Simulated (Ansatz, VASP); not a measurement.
This is a calculation of Nb for VASP 6.6.1.

INCAR

```
PREC = Accurate
ENCUT = 500
EDIFF = 1E-6
ISMEAR = 0
SIGMA = 0.026000000000000002
LREAL = False
LASPH = True
NELM = 120
ALGO = Normal
ISIF = 2
LWAVE = False
LCHARG = True
GGA = PE
LELF = True
LVHAR = True
NBANDS = 12
GGA_COMPAT = False
```

The input KPOINTS:

```
regular mesh
0
Gamma
  11 11 11
```

POSCAR

```
Nb
1.0
   -1.6639500000      1.6639500000      1.6639500000
    1.6639500000     -1.6639500000      1.6639500000
    1.6639500000      1.6639500000     -1.6639500000
Nb
1
Direct
    0.0000000000      0.0000000000      0.0000000000
```

Potentials or basis: VASP PAW PBE potentials, release 64 (Nb_sv).

Run with:

```console
$ cat potpaw_PBE.64/Nb_sv/POTCAR > POTCAR
$ mpirun -np 1 vasp_std > vasp.out
```

Q: Translate it to Ansatz 0.2.0. Potentials there: Ansatz PAW.

A: As run (the cutoff follows the program's own potentials):

The input input.yaml:

```yaml
crystal:
  lattice:
    - [-1.66395, 1.66395, 1.66395]
    - [1.66395, -1.66395, 1.66395]
    - [1.66395, 1.66395, -1.66395]
  atoms:
    - { symbol: Nb, position: [0.0, 0.0, 0.0] }
hamiltonian:
  xc: pbe
  pseudopotentials: { kind: paw }
kpoints:
  mp_grid: { grid: [11, 11, 11] }
scf:
  occupations: { method: gaussian, width: 0.026 }
output:
  forces: true
  stress: true
  eigenvalues: true
```

Potentials or basis: Ansatz PAW.

Run with:

```sh
$ ansatz run input.yaml --threads 2 --pin off --max-ram 5632MiB --backend cpu --events-out ev --progress --plain --runs-dir out
```

Both were run:

|  | VASP | Ansatz | Ansatz less VASP |
| --- | --- | --- | --- |
| gap on the k mesh at the Fermi level (eV) | none | none | - |
| pressure (GPa) | -2.1 | -1.7 | +0.39 |

A gap of «none» marks a metal or a gap that the smearing closes.
